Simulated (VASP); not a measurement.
Crystal: GaN.

```
CELL_PARAMETERS angstrom
0.00000 2.25350 2.25350
2.25350 0.00000 2.25350
2.25350 2.25350 0.00000
ATOMIC_POSITIONS crystal
Ga 0.00000 0.00000 0.00000
N 0.25000 0.25000 0.25000
```

- Program: VASP 6.6.1
- Task: relaxation of cell and atoms
- Functional: LDA
- Potentials or basis: VASP PAW LDA potentials, release 64 (Ga_d, N)
- Cutoff: 600 eV
- k mesh: 16 × 16 × 16
- Occupations: fermi-dirac, width 0.05 eV
- Spin: no spin polarisation

At the start: pressure -5.6 GPa; volume 11.44 Å³/atom.

**Question.** Where does the relaxation end?

**Answer.** Over 6 steps the energy falls by 6.0 meV/atom and the volume is 11.12 Å³/atom (-2.9 %); space group F-43m (No. 216, to 0.05 Å).

Step by step:
| step | energy change (eV) | largest force (eV/Å) | pressure (GPa) | volume (Å³) |
| --- | --- | --- | --- | --- |
| 1 | 0.0000 | 0.0000 | -5.59 | 22.89 |
| 2 | -0.0003 | 0.0000 | 6.10 | 21.59 |
| 3 | -0.0120 | 0.0000 | 0.07 | 22.22 |
| 4 | -0.0120 | 0.0000 | -0.17 | 22.23 |
| 5 | -0.0120 | 0.0000 | -0.18 | 22.23 |
| 6 | -0.0120 | 0.0000 | 0.00 | 22.23 |

Final structure:
```yaml
crystal:
  lattice:
    - [0.00000, 2.23173, 2.23173]
    - [2.23173, 0.00000, 2.23173]
    - [2.23173, 2.23173, 0.00000]
  atoms:
    - { symbol: Ga, position: [0.00000, 0.00000, 0.00000] }
    - { symbol: N, position: [0.25000, 0.25000, 0.25000] }
```
